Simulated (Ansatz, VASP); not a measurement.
## Cu in VASP and in Ansatz

```
Cu
1.0
     0.00000    1.61038    2.27708
     1.61038    0.00000    2.27708
     1.61038    1.61038    0.00000
Cu
1
Direct
  0.00000 0.00000 0.00000
```

Alike in both runs: task single point; functional PBE; k mesh 24 × 24 × 24; occupations gaussian, width 0.15 eV; no spin polarisation.

|  | VASP | Ansatz |
| --- | --- | --- |
| version | VASP 6.6.1 | Ansatz 0.2.0 |
| potentials or method | VASP PAW PBE potentials, release 64 (Cu), cutoff 520 eV | scalar-relativistic, plane waves, PAW |
| valence electrons in the cell | 11 | 19 |

```csv
,VASP,Ansatz,Ansatz less VASP
gap on the k mesh at the Fermi level (eV),none,none,-
pressure (GPa),13.3,12.9,-0.45
"traceless stress, the component that is largest in VASP (GPa)",-31.45,-31.54,-0.090
```

A gap of «none» marks a metal or a gap that the smearing closes. The functional is the same, so the differences come from potentials, cutoffs and numerics. VASP's potentials hold 11 valence electrons a cell and Ansatz's 19, so a difference there can come from the potentials and not from the codes.
